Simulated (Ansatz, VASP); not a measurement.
Two plane-wave programs on MgO2

File INCAR:

```
PREC     = Accurate       # precision mode
ENCUT    = 520            # plane-wave cutoff, eV
EDIFF    = 1E-7           # SCF threshold, eV
ISMEAR   = 0              # smearing method
SIGMA    = 0.05           # smearing width, eV
LREAL    = False          # projectors in reciprocal space
LASPH    = True           # aspherical terms in the spheres
NELM     = 100            # most SCF steps
ALGO     = Normal         # electronic algorithm
ISIF     = 2              # what is computed and relaxed
LWAVE    = False          # write WAVECAR
LCHARG   = False          # write CHGCAR
GGA      = PS             # functional
NBANDS   = 14             # bands
```

File KPOINTS:

```
regular mesh
0
Gamma
  12 12 12
```

The input POSCAR:

```
MgO2
1.0
    1.5566181855      0.8987139284      3.3891595087
   -1.5566181855      0.8987139284      3.3891595087
    0.0000000000     -1.7974278569      3.3891595087
Mg O
1 2
Direct
    0.0000000000      0.0000000000      0.0000000000
    0.4287860000      0.4287860000      0.4287860000
    0.5712140000      0.5712140000      0.5712140000
```

Input for Ansatz:

```yaml
crystal:
  lattice:
    - [1.5566181855, 0.8987139284, 3.3891595087]
    - [-1.5566181855, 0.8987139284, 3.3891595087]
    - [0.0, -1.7974278569, 3.3891595087]
  atoms:
    - { symbol: Mg, position: [0.0, 0.0, 0.0] }
    - { symbol: O, position: [0.428786, 0.428786, 0.428786] }
    - { symbol: O, position: [0.571214, 0.571214, 0.571214] }
basis:
  ecutwfc: 420
kpoints:
  mp_grid: { grid: [12, 12, 12] }
hamiltonian:
  xc: pbesol
scf:
  occupations: { method: gaussian, width: 0.05 }
output:
  forces: true
  stress: true
  eigenvalues: true
```

Change from the starting cell: strain -0.030 along x and y, -0.030 along z, atoms carried along.

Alike in both runs: task single point; functional PBEsol; k mesh 12 × 12 × 12; occupations gaussian, width 0.05 eV; no spin polarisation.

|  | VASP | Ansatz |
| --- | --- | --- |
| version | VASP 6.6.1 | Ansatz 0.2.0 |
| potentials or method | VASP PAW PBE potentials, release 64 (Mg, O), cutoff 520 eV | scalar-relativistic, plane waves, PAW |
| valence electrons in the cell | 14 | 22 |

```tsv
	VASP	Ansatz	Ansatz less VASP
gap on the k mesh at the Fermi level (eV)	2.78	2.81	+0.032
least direct gap on the mesh (eV)	2.78	2.81	+0.032
pressure (GPa)	8.5	8.5	-0.02
traceless stress, the component that is largest in VASP (GPa)	4.70	3.33	-1.365
rms of the force components (eV/Å)	0.178	0.073	-0.1053
```

VASP's potentials were made for PBE, not for PBEsol. Atom by atom the forces differ by 0.105 eV/Å (rms over components). With one functional, cell and mesh, what is left measures potentials, basis and numerics. VASP's potentials hold 14 valence electrons a cell and Ansatz's 22, so a difference there can come from the potentials and not from the codes.
